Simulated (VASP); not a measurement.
# BiTe (R-3m) in VASP: notebook

Aim: see how the results for BiTe move with the level of theory and the settings. Levels: PBE-based screened hybrid, PBEsol-based global hybrid, PBE0, RPBE+D4, revPBE+D3(BJ). Tasks: single point.

Everything below comes from runs of VASP 6.6.1. Logs are shortened: lines on timing, memory, paths and dates and some standing lists are left out, and cuts for length are marked.

## 1. The cell of the first run

It takes space group R-3m (No. 166, trigonal). Conventional cell: a = 4.796 Å, b = 4.796 Å, c = 9.863 Å, α = 90.00°, β = 90.00°, γ = 120.00°. Within 4.2 Å of Bi (site symmetry -3m) lie 6 Te at 3.22 Å. Within 4.2 Å of Te (site symmetry -3m) lie 6 Bi at 3.22 Å.

## 2. Single point, PBE-based screened hybrid

The input, POSCAR:

```
BiTe
1.0
    2.3978314381      1.3843886263      3.2876733026
   -2.3978314381      1.3843886263      3.2876733026
    0.0000000000     -2.7687772526      3.2876733026
Bi Te
1 1
Direct
    0.5000000000      0.5000000000      0.5000000000
    0.0000000000      0.0000000000      0.0000000000
```

The input, INCAR.step1:

```
SYSTEM = BiTe
PREC = Accurate
ENCUT = 520
EDIFF = 1E-5
ISMEAR = -1
SIGMA = 0.05
LREAL = .FALSE.
LASPH = .TRUE.
NELM = 100
ALGO = Normal
ISIF = 2
LWAVE = .TRUE.
GGA = PE
NBANDS = 18
```

The input, INCAR.step2:

```
SYSTEM = BiTe
PREC = Accurate
ENCUT = 520
EDIFF = 1E-6
ISMEAR = -1
SIGMA = 0.05
LREAL = .FALSE.
LASPH = .TRUE.
NELM = 100
ALGO = Normal
ISIF = 2
LWAVE = .FALSE.
LCHARG = .TRUE.
GGA = PE
LHFCALC = .TRUE.
AEXX = 0.25
HFSCREEN = 0.3
PRECFOCK = Normal
LELF = .TRUE.
LVHAR = .TRUE.
ISTART = 1
NBANDS = 18
```

The input, KPOINTS:

```
Automatic mesh
0
G
  4 4 4
  0 0 0
```

Potentials or basis: VASP PAW PBE potentials, release 64 (Bi_d, Te).

Command:

```bash
> cat potpaw_PBE.64/Bi_d/POTCAR potpaw_PBE.64/Te/POTCAR > POTCAR
> cp INCAR.step1 INCAR
> mpirun -np 1 vasp_std > vasp.out
> cp INCAR.step2 INCAR
> mpirun -np 1 vasp_std > vasp.out
```

OUTCAR:

```text
SYSTEM = BiTe
   PREC = Accurate
   ENCUT = 520
   EDIFF = 1E-6
   ISMEAR = -1
   LREAL = .FALSE.
   LASPH = .TRUE.
   NELM = 100
   ISIF = 2
   GGA = PE
   LHFCALC = .TRUE.
   AEXX = 0.25
   HFSCREEN = 0.3
   PRECFOCK = Normal
   ISTART = 1

 ion  position               nearest neighbor table
   1  0.500  0.500  0.500-   2 3.22   2 3.22   2 3.22   2 3.22   2 3.22   2 3.22
   2  0.000  0.000  0.000-   1 3.22   1 3.22   1 3.22   1 3.22   1 3.22   1 3.22

  LATTYP: Found a trigonal (rhomboedric) cell.
 ALAT       =     4.2982465284
 COS(alpha) =     0.3775784032

  Lattice vectors:

 A1 = (   2.3978314381,   1.3843886263,   3.2876733026)
 A2 = (  -2.3978314381,   1.3843886263,   3.2876733026)
 A3 = (   0.0000000000,  -2.7687772526,   3.2876733026)

Analysis of symmetry for initial positions (statically):
=====================================================================
 Subroutine PRICEL returns:
 Original cell was already a primitive cell.

 Routine SETGRP: Setting up the symmetry group for a
 trigonal (rhombohedral) supercell.

 Subroutine GETGRP returns: Found 12 space group operations
 (whereof 12 operations were pure point group operations)
 out of a pool of 12 trial point group operations.

The static configuration has the point symmetry D_3d.

Analysis of symmetry for dynamics (positions and initial velocities):
=====================================================================
 Subroutine PRICEL returns:
 Original cell was already a primitive cell.

 Routine SETGRP: Setting up the symmetry group for a
 trigonal (rhombohedral) supercell.

 Subroutine GETGRP returns: Found 12 space group operations
 (whereof 12 operations were pure point group operations)
 out of a pool of 12 trial point group operations.

The dynamic configuration has the point symmetry D_3d.

 Subroutine INISYM returns: Found 12 space group operations
 (whereof 12 operations are pure point group operations),
 and found     1 'primitive' translations

----------------------------------------------------------------------------------------

                                     Primitive cell

  volume of cell :      65.4812
[... 76 lines left out ...]
   NELM   =    100;   NELMIN=  2; NELMDL=  0     # of ELM steps
   EDIFF  = 0.1E-05   stopping-criterion for ELM
   LREAL  =      F    real-space projection
   EDIFFG = 0.1E-04   stopping-criterion for IOM
   NSW    =      0    number of steps for IOM
   IBRION =     -1    ionic relax: 0-MD 1-quasi-New 2-CG
   NFREE  =      0    steps in history (QN), initial steepest desc. (CG)
   ISIF   =      2    stress and relaxation
   ISYM   =      3    0-nonsym 1-usesym 2-fastsym
   POTIM  = 0.5000    time-step for ionic-motion
   TEBEG  =    0.0;   TEEND  =   0.0 temperature during run
   PSTRESS=    0.0 pullay stress
   NELECT =      21.0000    total number of electrons
   NUPDOWN=      -1.0000    fix difference up-down
   EMIN   =  10.00;   EMAX   =-10.00  energy-range for DOS
   EFERMI =   0.00;   METHOD = LEGACY
   ISMEAR =    -1;   SIGMA  =   0.05  broadening in eV -4-tet -1-fermi 0-gaus
   EFERMI_NEDOS =   21; number of points for ismear=-14 and -15
   IALGO  =     38    algorithm
   IMIX   =      1    mixing-type and parameters
     AMIX     =   0.40;   BMIX     =  1.00
     AMIX_MAG =   1.60;   BMIX_MAG =  1.00
  volume/ion in A,a.u.               =      32.74       220.94
  Fermi-wavevector in a.u.,A,eV,Ry     =   1.120579  2.117587 17.084793  1.255697
  Thomas-Fermi vector in A             =   2.257226
   LORBIT       =      0    0 simple, 1 ext, 2 COOP (PROOUT), +10 PAW based schemes
   GGA     = PE    functional components
   LHFCALC =     T    Hartree Fock is set to
   PRECFOCK=normal    Normal, Fast or Accurate (Low or Medium for compatibility)
   ENCUT4O =  -1.0   cutoff for four orbital integrals eV
   NKREDX  =     1    reduce k-point grid by
   NKREDY  =     1    reduce k-point grid by
   NKREDZ  =     1    reduce k-point grid by
   AEXX    =    0.2500 exact exchange contribution
   HFSCREEN=    0.3000 screening length (either q_TF or 0.3 A-1)
   HFSCREENC=   0.3000 screening length for correlation (either q_TF or 0.3 A-1)
   ENCUTFOCK=  -1.0 apply spherical cutoff to Coloumb kernel
   IVDW    =     0    specifies the selected vdW correction
   LEPSILON=     F    determine dielectric tensor
   LRPA    =     F    only Hartree local field effects (RPA)
 non-spin polarized calculation
  energy-cutoff  :      520.00
  volume of cell :       65.48
 maximum number of plane-waves:      1782
  NGX = 24; NGY = 24; NGZ = 24

 number of electron      21.0000005 magnetization

 Free energy of the ion-electron system (eV)
  ---------------------------------------------------
  ext. energy  EPLUGINS =         0.00000000
  ---------------------------------------------------
  free energy    TOTEN  =        -8.37861657 eV

  energy without entropy =       -8.37058684  energy(sigma->0) =       -8.37460170

 E-fermi :   7.0363     XC(G=0):  -8.1483

 val. band max:        6.7573089890   @ k =   0.2500   0.2500   0.2500
 cond. band min:       7.0427840595   @ k =  -0.2500   0.2500   0.0000
 fundamental gap:      0.2854750705
 Fermi energy:         7.0362503005

 k-point     1 :       0.0000    0.0000    0.0000
  band No.  band energies     occupation
      1     -18.3177      2.00000
      2     -18.3177      2.00000
      3     -18.3079      2.00000
      4     -18.3079      2.00000
      5     -18.2876      2.00000
      6      -8.0497      2.00000
[... 250 lines left out ...]
      5     -18.2882      2.00000
      6      -5.4949      2.00000
[... 10 lines left out ...]
     17      16.5884      0.00000
     18      17.6184      0.00000

------------------------ aborting loop because EDIFF is reached ----------------------------------------

  FORCE on cell =-STRESS in cart. coord.  units (eV):
  Direction    XX          YY          ZZ          XY          YZ          ZX
  --------------------------------------------------------------------------------------
  -------------------------------------------------------------------------------------
  Total       -0.1470963     -0.1470963     -0.1102979     -0.0000000      0.0000000      0.0000000
  in kB       -3.5991163     -3.5991163     -2.6987417     -0.0000000      0.0000000      0.0000000
  external PRESSURE =      -3.2989915 kB  Pullay stress =       0.0000000 kB

 VOLUME and BASIS-vectors are now :
 -----------------------------------------------------------------------------
  energy-cutoff  :      520.00
  volume of cell :       65.48
      direct lattice vectors                 reciprocal lattice vectors
     2.397831438  1.384388626  3.287673303     0.208521747  0.120390087  0.101388825
    -2.397831438  1.384388626  3.287673303    -0.208521747  0.120390087  0.101388825
     0.000000000 -2.768777253  3.287673303     0.000000000 -0.240780173  0.101388825

 POSITION                                       TOTAL-FORCE (eV/Angst)
 -----------------------------------------------------------------------------------
      0.00000      0.00000      4.93151         0.000000     -0.000000      0.000000
      0.00000      0.00000      0.00000         0.000000      0.000000      0.000000
 -----------------------------------------------------------------------------------
    total drift:                                0.000000     -0.000001     -0.000008

  FREE ENERGIE OF THE ION-ELECTRON SYSTEM (eV)
  ---------------------------------------------------
  free  energy   TOTEN  =        -8.3786165658 eV

  energy  without entropy=       -8.3705868404  energy(sigma->0) =       -8.37460170
```

OUTCAR.step1:

```text
SYSTEM = BiTe
   PREC = Accurate
   ENCUT = 520
   EDIFF = 1E-5
   ISMEAR = -1
   LREAL = .FALSE.
[... 481 lines left out ...]
      0.00000      0.00000      4.93151         0.000000     -0.000000     -0.000000
      0.00000      0.00000      0.00000        -0.000000      0.000000      0.000000
 -----------------------------------------------------------------------------------
    total drift:                               -0.000000      0.000000     -0.000000

  FREE ENERGIE OF THE ION-ELECTRON SYSTEM (eV)
  ---------------------------------------------------
  free  energy   TOTEN  =        -7.2104726156 eV

  energy  without entropy=       -7.2012443834  energy(sigma->0) =       -7.20585850
```

OSZICAR.step1:

```text
N       E                     dE             d eps       ncg     rms          rms(c)
DAV:   1     0.158943869492E+03    0.15894E+03   -0.10019E+04   468   0.114E+03
DAV:   2     0.493710616868E+01   -0.15401E+03   -0.15021E+03   496   0.316E+02
DAV:   3    -0.688849910634E+01   -0.11826E+02   -0.11653E+02   558   0.885E+01
DAV:   4    -0.722687708431E+01   -0.33838E+00   -0.33816E+00   574   0.159E+01
DAV:   5    -0.724190362451E+01   -0.15027E-01   -0.15026E-01   610   0.330E+00    0.604E+00
DAV:   6    -0.720648346239E+01    0.35420E-01   -0.11805E-01   642   0.204E+00    0.366E+00
DAV:   7    -0.721049114096E+01   -0.40077E-02   -0.34346E-02   554   0.932E-01    0.628E-01
DAV:   8    -0.721033569867E+01    0.15544E-03   -0.52898E-03   568   0.495E-01    0.148E-01
DAV:   9    -0.721047167665E+01   -0.13598E-03   -0.48415E-04   550   0.139E-01    0.436E-02
DAV:  10    -0.721047261560E+01   -0.93895E-06   -0.22080E-05   504   0.290E-02
   1 F= -.72104726E+01 E0= -.72058585E+01  d E =-.922823E-02
```

Run time: 11 min. Hardware: 1 thread of AMD EPYC 7R13 (Zen 3), shared host; peak memory 0.27 GiB.

What came out:

- Free energy: -8.3786 eV
- Pressure: -0.3 GPa

Levels at points of the mesh, in eV from the Fermi level:
```tsv
k point	band 8	band 9	band 10	band 11	band 12	band 13
(0.00, 0.00, 0.00)	-3.48	-3.48	-2.05	2.08	2.81	2.81
(0.50, 0.00, 0.00)	-2.30	-2.21	-1.26	-1.11	-0.76	0.30
(0.50, 0.50, 0.00)	-6.54	-5.26	-3.96	2.40	3.43	4.04
(0.50, 0.50, 0.50)	-2.85	-2.85	-2.61	-1.82	-1.51	-1.51
```

Caveat: the k points lie up to 0.41 Å⁻¹ apart; the PAW data sets were made with another functional, which shifts forces and pressure a little; spin-orbit coupling is left out, which moves the levels of the heavy elements.

## 3. Single point, PBEsol-based global hybrid

This run uses another cell than the first one, of 31.47 Å³/atom, 0.961 times its volume.

The input, POSCAR:

```
BiTe
1.0
    2.3786403182      1.3733086280      3.2114767653
   -2.3786403182      1.3733086280      3.2114767653
    0.0000000000     -2.7466172561      3.2114767653
Bi Te
1 1
Direct
    0.5000000000      0.5000000000      0.5000000000
    0.0000000000      0.0000000000      0.0000000000
```

The input, INCAR.step1:

```
SYSTEM = BiTe
ALGO     = Normal         ! electronic algorithm
EDIFF    = 1E-5           ! SCF threshold, eV
ENCUT    = 520            ! plane-wave cutoff, eV
GGA      = PE             ! functional
ISIF     = 2              ! what is computed and relaxed
ISMEAR   = -1             ! smearing method
LASPH    = .TRUE.         ! aspherical terms in the spheres
LCHARG   = .FALSE.        ! write CHGCAR
LREAL    = .FALSE.        ! projectors in reciprocal space
LWAVE    = .TRUE.         ! write WAVECAR
NBANDS   = 18             ! bands
NELM     = 60             ! most SCF steps
PREC     = Accurate       ! precision mode
SIGMA    = 0.05           ! smearing width, eV
```

The input, INCAR.step2:

```
SYSTEM = BiTe
AEXX     = 0.25           ! exact-exchange fraction
ALGO     = Normal         ! electronic algorithm
EDIFF    = 1E-6           ! SCF threshold, eV
ENCUT    = 520            ! plane-wave cutoff, eV
GGA      = PS             ! functional
ISIF     = 2              ! what is computed and relaxed
ISMEAR   = -1             ! smearing method
ISTART   = 1            
LASPH    = .TRUE.         ! aspherical terms in the spheres
LCHARG   = .FALSE.        ! write CHGCAR
LHFCALC  = .TRUE.         ! exact exchange
LREAL    = .FALSE.        ! projectors in reciprocal space
LWAVE    = .FALSE.        ! write WAVECAR
NBANDS   = 18             ! bands
NELM     = 60             ! most SCF steps
PREC     = Accurate       ! precision mode
PRECFOCK = Normal       
SIGMA    = 0.05           ! smearing width, eV
```

The input, KPOINTS:

```
k-points
0
G
  4 4 4
  0 0 0
```

Potentials or basis: VASP PAW PBE potentials, release 64 (Bi_d, Te).

Command:

```bash
> cat potpaw_PBE.64/Bi_d/POTCAR potpaw_PBE.64/Te/POTCAR > POTCAR
> cp INCAR.step1 INCAR
> mpirun -np 1 vasp_std > vasp.out
> cp INCAR.step2 INCAR
> mpirun -np 1 vasp_std > vasp.out
```

Run time: 12 min. Hardware: 1 thread of Intel Xeon Platinum 8375C at 2.90GHz (Ice Lake), shared host; peak memory 0.2 GiB.

Results (log left out):

| Property | Result |
| --- | --- |
| Free energy | -10.3396 eV |
| Pressure | -0.4 GPa |

Stress tensor (GPa, compression positive):
```
-0.42  0.00  0.00
 0.00 -0.42  0.00
 0.00  0.00 -0.28
```

Levels at points of the mesh, in eV from the Fermi level:
```
           k point  band 7  band 8  band 9  band 10  band 11  band 12  band 13  band 14
(0.00, 0.00, 0.00)   -9.27   -4.13   -4.13    -2.51     2.61     3.45     3.45     4.47
(0.50, 0.00, 0.00)  -13.34   -2.76   -2.69    -1.54    -1.50    -1.14     0.77     7.46
(0.50, 0.50, 0.00)  -11.50   -7.46   -6.11    -4.57     2.67     4.00     4.69     5.92
(0.50, 0.50, 0.50)  -12.73   -3.42   -3.42    -3.18    -2.39    -2.04    -2.04     9.19
```

Caveat: the k points lie up to 0.41 Å⁻¹ apart; the PAW data sets were made with another functional, which shifts forces and pressure a little; spin-orbit coupling is left out, which moves the levels of the heavy elements.

## 4. Single point, PBE0

This run uses another cell than the first one, of 32.53 Å³/atom, 0.993 times its volume.

The input, POSCAR:

```
BiTe
1.0
    2.3964987157      1.3836191786      3.2698642074
   -2.3964987157      1.3836191786      3.2698642074
    0.0000000000     -2.7672383572      3.2698642074
Bi Te
1 1
Direct
    0.5000000000      0.5000000000      0.5000000000
    0.0000000000      0.0000000000      0.0000000000
```

The input, INCAR.step1:

```
ALGO = Normal
EDIFF = 1E-5
ENCUT = 520
GGA = PE
ISIF = 2
ISMEAR = -1
LASPH = T
LCHARG = F
LREAL = F
LWAVE = T
NBANDS = 18
NELM = 60
PREC = Accurate
SIGMA = 0.05
```

The input, INCAR.step2:

```
AEXX = 0.25
ALGO = Normal
EDIFF = 1E-7
ENCUT = 520
GGA = PE
ISIF = 2
ISMEAR = -1
ISTART = 1
LASPH = T
LCHARG = F
LHFCALC = T
LREAL = F
LWAVE = F
NBANDS = 18
NELM = 60
PREC = Accurate
PRECFOCK = Normal
SIGMA = 0.05
```

The input, KPOINTS:

```
k-points
0
Gamma
  4 4 4
```

Command:

```bash
> cat potpaw_PBE.64/Bi_d/POTCAR potpaw_PBE.64/Te/POTCAR > POTCAR
> cp INCAR.step1 INCAR
> mpirun -np 1 vasp_std > vasp.out
> cp INCAR.step2 INCAR
> mpirun -np 1 vasp_std > vasp.out
```

It took 19 min on 1 thread of Intel Xeon Platinum 8375C at 2.90GHz (Ice Lake), shared host; peak memory 0.2 GiB.

It converged, with:

| Property | Result |
| --- | --- |
| Free energy | -9.7444 eV |
| Pressure | -0.4 GPa |

Stress tensor (GPa, compression positive):
```
-0.41  0.00  0.00
 0.00 -0.41  0.00
 0.00  0.00 -0.28
```

Levels at points of the mesh, in eV from the Fermi level:
```tsv
k point	band 7	band 8	band 9	band 10	band 11	band 12	band 13	band 14
(0.00, 0.00, 0.00)	-9.37	-4.03	-4.03	-2.54	2.52	3.32	3.32	4.56
(0.50, 0.00, 0.00)	-13.19	-2.74	-2.67	-1.65	-1.45	-1.09	0.67	7.48
(0.50, 0.50, 0.00)	-11.49	-7.23	-5.91	-4.52	2.76	3.90	4.54	5.72
(0.50, 0.50, 0.50)	-12.65	-3.33	-3.33	-3.11	-2.26	-1.92	-1.92	9.00
```

Caveat: the k points lie up to 0.41 Å⁻¹ apart; the PAW data sets were made with another functional, which shifts forces and pressure a little; spin-orbit coupling is left out, which moves the levels of the heavy elements.

[end of part 1 of 2]
